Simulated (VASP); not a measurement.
# SnO (P4/nmm) in VASP: further runs, part 2 of 2

VASP 6.6.1. Earlier steps stand in the parts before.

### Step 4. Single point, PBE

This run uses another cell than the first one, of 15.34 Å³/atom, 1.170 times its volume.

File INCAR:

```
SYSTEM = SnO
PREC = Accurate
ENCUT = 520
EDIFF = 1E-6
ISMEAR = -1
SIGMA = 0.05
LREAL = .False.
LASPH = .True.
NELM = 100
ALGO = Normal
ISIF = 2
LWAVE = .False.
LCHARG = .False.
GGA = PE
NBANDS = 28
```

File KPOINTS:

```
regular mesh
0
Gamma
  7 7 6
  0 0 0
```

File POSCAR:

```
SnO
1.0
    3.7469268731      0.0000000000      0.0000000000
    0.0000000000      3.7469268731      0.0000000000
    0.0000000000      0.0000000000      4.3705635881
Sn O
2 2
Direct
    0.5000000000      0.0000000000      0.7342228809
    0.0000000000      0.5000000000      0.2657771191
    0.0000000000      0.0000000000      0.0000000000
    0.5000000000      0.5000000000      0.0000000000
```

Potentials or basis: VASP PAW PBE potentials, release 64 (Sn_d, O).

The run is started by

```
$ cat potpaw_PBE.64/Sn_d/POTCAR potpaw_PBE.64/O/POTCAR > POTCAR
$ mpirun -np 1 vasp_std > vasp.out
```

OUTCAR:

```text
SYSTEM = SnO
   PREC = Accurate
   ENCUT = 520
   EDIFF = 1E-6
   ISMEAR = -1
   LREAL = .False.
   LASPH = .True.
   NELM = 100
   ISIF = 2
   GGA = PE

 ion  position               nearest neighbor table
   1  0.500  0.000  0.734-   3 2.20   4 2.20   4 2.20   3 2.20   2 3.35   2 3.35   2 3.35   2 3.35
                             2 3.52   2 3.52   2 3.52   2 3.52
   2  0.000  0.500  0.266-   3 2.20   4 2.20   3 2.20   4 2.20   1 3.35   1 3.35   1 3.35   1 3.35
                             1 3.52   1 3.52   1 3.52   1 3.52
   3  0.000  0.000  0.000-   1 2.20   2 2.20   2 2.20   1 2.20
   4  0.500  0.500  0.000-   1 2.20   2 2.20   1 2.20   2 2.20

  LATTYP: Found a simple tetragonal cell.
 ALAT       =     3.7469268731
 C/A-ratio  =     1.1664395213

  Lattice vectors:

 A1 = (   3.7469268731,   0.0000000000,   0.0000000000)
 A2 = (   0.0000000000,   3.7469268731,   0.0000000000)
 A3 = (   0.0000000000,   0.0000000000,   4.3705635881)

Analysis of symmetry for initial positions (statically):
=====================================================================
 Subroutine PRICEL returns:
 Original cell was already a primitive cell.

 Routine SETGRP: Setting up the symmetry group for a
 simple tetragonal supercell.

 Subroutine GETGRP returns: Found 16 space group operations
 (whereof  8 operations were pure point group operations)
 out of a pool of 16 trial point group operations.

The static configuration has the point symmetry D_2d.
 The point group associated with its full space group is D_4h.

Analysis of symmetry for dynamics (positions and initial velocities):
=====================================================================
 Subroutine PRICEL returns:
 Original cell was already a primitive cell.

 Routine SETGRP: Setting up the symmetry group for a
 simple tetragonal supercell.

 Subroutine GETGRP returns: Found 16 space group operations
 (whereof  8 operations were pure point group operations)
 out of a pool of 16 trial point group operations.

The dynamic configuration has the point symmetry D_2d.
 The point group associated with its full space group is D_4h.

 Subroutine INISYM returns: Found 16 space group operations
 (whereof  8 operations are pure point group operations),
 and found     1 'primitive' translations

----------------------------------------------------------------------------------------

                                     Primitive cell

  volume of cell :      61.3604

  direct lattice vectors                    reciprocal lattice vectors
     3.746926873  0.000000000  0.000000000     0.266885379  0.000000000  0.000000000
     0.000000000  3.746926873  0.000000000     0.000000000  0.266885379  0.000000000
     0.000000000  0.000000000  4.370563588     0.000000000  0.000000000  0.228803444

  length of vectors
     3.746926873  3.746926873  4.370563588     0.266885379  0.266885379  0.228803444

  position of ions in fractional coordinates (direct lattice)
     0.500000000  0.000000000  0.734222881
     0.000000000  0.500000000  0.265777119
     0.000000000  0.000000000  0.000000000
     0.500000000  0.500000000  0.000000000

  ion indices of the primitive-cell ions
   primitive index   ion index
                 1           1
                 2           2
                 3           3
                 4           4

----------------------------------------------------------------------------------------

 KPOINTS: regular mesh

Automatic generation of k-mesh.
 Grid dimensions read from file:
 generate k-points for:    7    7    6

 Generating k-lattice:

  Cartesian coordinates                     Fractional coordinates (reciprocal lattice)
     0.038126483  0.000000000  0.000000000     0.142857143  0.000000000  0.000000000
     0.000000000  0.038126483  0.000000000     0.000000000  0.142857143  0.000000000
     0.000000000  0.000000000  0.038133907     0.000000000  0.000000000  0.166666667

  Length of vectors
     0.038126483  0.038126483  0.038133907

  Shift w.r.t. Gamma in fractional coordinates (k-lattice)
     0.000000000  0.000000000  0.000000000

 Subroutine IBZKPT returns following result:
 ===========================================

 Found     40 irreducible k-points:

 Following reciprocal coordinates:
            Coordinates               Weight
  0.000000  0.000000  0.000000      1.000000
  0.142857  0.000000  0.000000      4.000000
  0.285714  0.000000  0.000000      4.000000
  0.428571  0.000000  0.000000      4.000000
  0.142857  0.142857  0.000000      4.000000
  0.285714  0.142857  0.000000      8.000000
[... 16 lines left out ...]
  0.285714  0.000000  0.333333      8.000000
  0.428571  0.000000  0.333333      8.000000
 [... further k-points ...]
   k-points           NKPTS =     40   k-points in BZ     NKDIM =     40   number of bands    NBANDS=     28
   number of dos      NEDOS =    301   number of ions     NIONS =      4
   total plane-waves  NPLWV =  28224
   dimension x,y,z NGX =    28 NGY =   28 NGZ =   36
   dimension x,y,z NGXF=    56 NGYF=   56 NGZF=   72
   ions per type =               2   2
   NGX,Y,Z   is equivalent  to a cutoff of  12.42, 12.42, 13.69 a.u.
   NGXF,Y,Z  is equivalent  to a cutoff of  24.85, 24.85, 27.39 a.u.
 SYSTEM =  SnO
   PREC   = accura    normal or accurate (medium, high low for compatibility)
   ISTART =      0    job   : 0-new  1-cont  2-samecut
   ICHARG =      2    charge: 1-file 2-atom 10-const
   ISPIN  =      1    spin polarized calculation?
   LNONCOLLINEAR =      F non collinear calculations
   LSORBIT =      F    spin-orbit coupling
   LASPH  =      T    aspherical Exc in radial PAW
   ENCUT  =  520.0 eV  38.22 Ry    6.18 a.u.   6.97  6.97  8.13*2*pi/ulx,y,z
   NELM   =    100;   NELMIN=  2; NELMDL= -5     # of ELM steps
   EDIFF  = 0.1E-05   stopping-criterion for ELM
   LREAL  =      F    real-space projection
   EDIFFG = 0.1E-04   stopping-criterion for IOM
   NSW    =      0    number of steps for IOM
   IBRION =     -1    ionic relax: 0-MD 1-quasi-New 2-CG
   NFREE  =      0    steps in history (QN), initial steepest desc. (CG)
   ISIF   =      2    stress and relaxation
   ISYM   =      2    0-nonsym 1-usesym 2-fastsym
   POTIM  = 0.5000    time-step for ionic-motion
   TEBEG  =    0.0;   TEEND  =   0.0 temperature during run
   PSTRESS=    0.0 pullay stress
   NELECT =      40.0000    total number of electrons
   NUPDOWN=      -1.0000    fix difference up-down
   EMIN   =  10.00;   EMAX   =-10.00  energy-range for DOS
   EFERMI =   0.00;   METHOD = LEGACY
   ISMEAR =    -1;   SIGMA  =   0.05  broadening in eV -4-tet -1-fermi 0-gaus
   EFERMI_NEDOS =   21; number of points for ismear=-14 and -15
   IALGO  =     38    algorithm
   IMIX   =      4    mixing-type and parameters
     AMIX     =   0.40;   BMIX     =  1.00
     AMIX_MAG =   1.60;   BMIX_MAG =  1.00
  volume/ion in A,a.u.               =      15.34       103.52
  Fermi-wavevector in a.u.,A,eV,Ry     =   1.419490  2.682446 27.415067  2.014951
  Thomas-Fermi vector in A             =   2.540505
   LORBIT       =      0    0 simple, 1 ext, 2 COOP (PROOUT), +10 PAW based schemes
   GGA     = PE    functional components
   LHFCALC =     F    Hartree Fock is set to
   AEXX    =    0.0000 exact exchange contribution
   IVDW    =     0    specifies the selected vdW correction
   LEPSILON=     F    determine dielectric tensor
   LRPA    =     F    only Hartree local field effects (RPA)
 non-spin polarized calculation
  energy-cutoff  :      520.00
  volume of cell :       61.36
 maximum number of plane-waves:      1670
 NGX is ok and might be reduce to    28
   NGX = 13   NGY = 13   NGZ = 17

 number of electron      40.0000014 magnetization

 Free energy of the ion-electron system (eV)
  ---------------------------------------------------
  ext. energy  EPLUGINS =         0.00000000
  ---------------------------------------------------
  free energy    TOTEN  =       -22.38663250 eV

  energy without entropy =      -22.38199542  energy(sigma->0) =      -22.38431396

 E-fermi :   8.8359     XC(G=0): -11.0368

 val. band max:        8.8323165442   @ k =   0.1429   0.0000   0.0000
 cond. band min:       8.8519606346   @ k =   0.0000   0.0000   0.1667
 fundamental gap:      0.0196440904
 Fermi energy:         8.8359420986

 k-point     1 :       0.0000    0.0000    0.0000
  band No.  band energies     occupation
      1     -13.4264      2.00000
      2     -12.9580      2.00000
      3     -12.9580      2.00000
      4     -12.9088      2.00000
      5     -12.9030      2.00000
      6     -12.8977      2.00000
[... 20 lines left out ...]
     27      15.4388      0.00000
[... 691 lines left out ...]
      6     -12.8788      2.00000
[... 20 lines left out ...]
     27      18.1279      0.00000
     28      18.6613      0.00000

 [... further k-points ...]
[... 5 lines left out ...]
  --------------------------------------------------------------------------------------
  -------------------------------------------------------------------------------------
  Total        3.9458331      3.9458331      3.9562620      0.0000000      0.0000000      0.0000000
  in kB      103.0294593    103.0294593    103.3017671      0.0000000      0.0000000      0.0000000
  external PRESSURE =     103.1202285 kB  Pullay stress =       0.0000000 kB

 VOLUME and BASIS-vectors are now :
 -----------------------------------------------------------------------------
  energy-cutoff  :      520.00
  volume of cell :       61.36
      direct lattice vectors                 reciprocal lattice vectors
     3.746926873  0.000000000  0.000000000     0.266885379  0.000000000  0.000000000
     0.000000000  3.746926873  0.000000000     0.000000000  0.266885379  0.000000000
     0.000000000  0.000000000  4.370563588     0.000000000  0.000000000  0.228803444

 POSITION                                       TOTAL-FORCE (eV/Angst)
 -----------------------------------------------------------------------------------
      1.87346      0.00000      3.20897        -0.000000     -0.000000     -0.086851
      0.00000      1.87346      1.16160         0.000000      0.000000      0.086851
      0.00000      0.00000      0.00000         0.000000      0.000000      0.000000
      1.87346      1.87346      0.00000        -0.000000     -0.000000      0.000000
 -----------------------------------------------------------------------------------
    total drift:                                0.000000      0.000000     -0.000000

  FREE ENERGIE OF THE ION-ELECTRON SYSTEM (eV)
  ---------------------------------------------------
  free  energy   TOTEN  =       -22.3866325030 eV

  energy  without entropy=      -22.3819954173  energy(sigma->0) =      -22.38431396
```

OSZICAR:

```text
N       E                     dE             d eps       ncg     rms          rms(c)
DAV:   1     0.414002529178E+03    0.41400E+03   -0.19872E+04  2324   0.229E+03
DAV:   2     0.330153888146E+02   -0.38099E+03   -0.36545E+03  2336   0.549E+02
DAV:   3    -0.233843949816E+02   -0.56400E+02   -0.55420E+02  2528   0.178E+02
DAV:   4    -0.258540557559E+02   -0.24697E+01   -0.24577E+01  2624   0.396E+01
DAV:   5    -0.259088272990E+02   -0.54772E-01   -0.54765E-01  2452   0.636E+00    0.116E+01
DAV:   6    -0.223916089686E+02    0.35172E+01   -0.14913E+01  3608   0.444E+01    0.485E+00
DAV:   7    -0.224055207377E+02   -0.13912E-01   -0.18056E+00  2608   0.833E+00    0.244E+00
DAV:   8    -0.223937729436E+02    0.11748E-01   -0.25233E-01  2984   0.351E+00    0.790E-01
DAV:   9    -0.223859216929E+02    0.78513E-02   -0.41540E-02  3636   0.232E+00    0.219E-01
DAV:  10    -0.223868178234E+02   -0.89613E-03   -0.58076E-03  3156   0.731E-01    0.111E-01
DAV:  11    -0.223866168696E+02    0.20095E-03   -0.11490E-03  3404   0.338E-01    0.172E-02
DAV:  12    -0.223866392724E+02   -0.22403E-04   -0.18604E-04  2332   0.779E-02    0.265E-02
DAV:  13    -0.223866326621E+02    0.66103E-05   -0.18606E-05  2652   0.380E-02    0.391E-03
DAV:  14    -0.223866325030E+02    0.15910E-06   -0.33445E-06  2464   0.127E-02
   1 F= -.22386633E+02 E0= -.22384314E+02  d E =-.463709E-02
```

stdout:

```text
POSCAR found type information on POSCAR SnO
 POSCAR found :  2 types and       4 ions
 scaLAPACK will be used
 LDA part: xc-table for (Slater+PW92), standard interpolation
 POSCAR, INCAR and KPOINTS ok, starting setup
 FFT: planning ... GRIDC
 FFT: planning ... GRID_SOFT
 FFT: planning ... GRID
 WAVECAR not read
 entering main loop
```

Wall time 30 s (1 thread of AMD EPYC 9R45 (Zen 5), shared host); peak memory 0.17 GiB.

Results:

| Quantity | Value |
| --- | --- |
| Free energy | -22.3866 eV |
| Pressure | 10.3 GPa |
| Largest force | 0.087 eV/Å |
| Band gap on the k mesh | zero (band 20 reaches 8.90 eV, above the bottom of band 21 at 8.38 eV) |

Forces in eV/Å, atoms in the order of the input:
```
Sn   0.000  0.000 -0.087
Sn   0.000  0.000  0.087
O    0.000  0.000  0.000
O    0.000  0.000  0.000
```

Caveat: spin-orbit coupling is left out, which moves the levels of the heavy elements.

### Step 5. Single point, PBEsol

This run uses another cell than the first one, of 16.38 Å³/atom, 1.249 times its volume.

File INCAR:

```
SYSTEM = SnO
ALGO = Normal
EDIFF = 1E-6
ENCUT = 520
GGA = PS
ISIF = 2
ISMEAR = -1
LASPH = .TRUE.
LCHARG = .TRUE.
LELF = .TRUE.
LREAL = .FALSE.
LVHAR = .TRUE.
LWAVE = .FALSE.
NBANDS = 28
NELM = 80
PREC = Accurate
SIGMA = 0.05
```

File KPOINTS:

```
k-points
0
G
  7 7 6
  0 0 0
```

File POSCAR:

```
SnO
1.0
    3.6611474112      0.0000000000      0.0000000000
    0.0000000000      3.6611474112      0.0000000000
    0.0000000000      0.0000000000      4.8869133000
Sn O
2 2
Direct
    0.5000000000      0.0000000000      0.7646261400
    0.0000000000      0.5000000000      0.2353738600
    0.0000000000      0.0000000000      0.0000000000
    0.5000000000      0.5000000000      0.0000000000
```

The run is started by

```
$ cat potpaw_PBE.64/Sn_d/POTCAR potpaw_PBE.64/O/POTCAR > POTCAR
$ mpirun -np 1 vasp_std > vasp.out
```

It took 33 s on 1 thread of AMD EPYC 9R45 (Zen 5), shared host; peak memory 0.17 GiB.

It converged, with:

```
Free energy            : -24.0204 eV
Pressure               : 9.6 GPa
Largest force          : 1.293 eV/Å
Band gap on the k mesh : zero (band 20 reaches 8.28 eV, above the bottom of band 21 at 8.17 eV)
```

Forces on the atoms (eV/Å):
```
Sn   0.000  0.000 -1.293
Sn   0.000  0.000  1.293
O    0.000  0.000  0.000
O    0.000  0.000  0.000
```

Stress tensor (GPa, compression positive):
```
11.46  0.00  0.00
 0.00 11.46  0.00
 0.00  0.00  5.92
```

Levels at points of the mesh, in eV from the Fermi level:
| k point | band 17 | band 18 | band 19 | band 20 | band 21 | band 22 | band 23 | band 24 |
| --- | --- | --- | --- | --- | --- | --- | --- | --- |
| (0.00, 0.00, 0.00) | -4.21 | -3.73 | -3.73 | 0.06 | 2.20 | 3.77 | 4.77 | 4.77 |
| (0.00, 0.00, 0.50) | -3.75 | -3.75 | -3.26 | -3.03 | 1.64 | 2.87 | 2.87 | 3.89 |

Caveat: the PAW data sets were made with another functional, which shifts forces and pressure a little; spin-orbit coupling is left out, which moves the levels of the heavy elements.

### Step 6. Single point, PBE

This run uses another cell than the first one, of 16.46 Å³/atom, 1.255 times its volume.

File INCAR:

```
PREC = Accurate
ENCUT = 520
EDIFF = 1E-6
ISMEAR = -1
SIGMA = 0.05
LREAL = False
LASPH = True
NELM = 100
ALGO = Normal
ISIF = 2
LWAVE = False
LCHARG = False
GGA = PE
NBANDS = 28
```

File KPOINTS:

```
Automatic mesh
0
Gamma
  7 7 6
```

File POSCAR:

```
SnO
1.0
    3.7979937526      0.0000000000      0.0000000000
    0.0000000000      3.7979937526      0.0000000000
    0.0000000000      0.0000000000      4.5634583522
Sn O
2 2
Direct
    0.5000000000      0.0000000000      0.7456728433
    0.0000000000      0.5000000000      0.2543271567
    0.0000000000      0.0000000000      0.0000000000
    0.5000000000      0.5000000000      0.0000000000
```

Potentials or basis: VASP PAW PBE potentials, release 64 (Sn_d, O).

The run is started by

```
$ cat potpaw_PBE.64/Sn_d/POTCAR potpaw_PBE.64/O/POTCAR > POTCAR
$ mpirun -np 1 vasp_std > vasp.out
```

Run time: 33 s. Hardware: 1 thread of AMD EPYC 9R45 (Zen 5), shared host; peak memory 0.18 GiB.

The run converged. Its results:

```yaml
Free_energy: -22.5943 eV
Pressure: 5.2 GPa
Largest_force: 0.084 eV/Å
Band_gap_on_the_k_mesh: zero (band 20 reaches 7.91 eV, above the bottom of band 21 at 7.78 eV)
```

Forces on the atoms (eV/Å):
```
Sn   0.000  0.000 -0.084
Sn   0.000  0.000  0.084
O    0.000  0.000  0.000
O    0.000  0.000  0.000
```

Levels at points of the mesh, in eV from the Fermi level:
| k point | band 18 | band 19 | band 20 | band 21 | band 22 | band 23 |
| --- | --- | --- | --- | --- | --- | --- |
| (0.00, 0.00, 0.00) | -3.16 | -3.16 | 0.03 | 2.45 | 4.31 | 4.31 |
| (0.00, 0.00, 0.50) | -3.18 | -2.61 | -2.17 | 1.79 | 2.49 | 2.49 |

Caveat: spin-orbit coupling is left out, which moves the levels of the heavy elements.

### Step 7. Summary

| level | cell | gap on the mesh (eV) | pressure (GPa) | largest force (eV/Å) |
| --- | --- | --- | --- | --- |
| PBE | a = 3.595, b = 3.595, c = 4.058 Å, 4 atoms | none | 30.5 | 0.11 |
| PBE | a = 3.656, b = 3.656, c = 4.182 Å, 4 atoms | none | 20.4 | 0.10 |
| PBE | a = 3.747, b = 3.747, c = 4.371 Å, 4 atoms | none | 10.3 | 0.09 |
| PBEsol | a = 3.661, b = 3.661, c = 4.887 Å, 4 atoms | none | 9.6 | 1.29 |
| PBE | a = 3.798, b = 3.798, c = 4.563 Å, 4 atoms | none | 5.2 | 0.08 |

Alike in all rows: task single point; potentials or basis VASP PAW PBE potentials, release 64 (Sn_d, O); no spin polarisation; k mesh 7 × 7 × 6; cutoff (eV) 520; smearing fermi-dirac 0.05 eV.

Caveats: spin-orbit coupling is left out, which moves the levels of the heavy elements; the PAW data sets were made with another functional, which shifts forces and pressure a little (some runs).

Absolute energies hang on the potentials; compare differences alone.
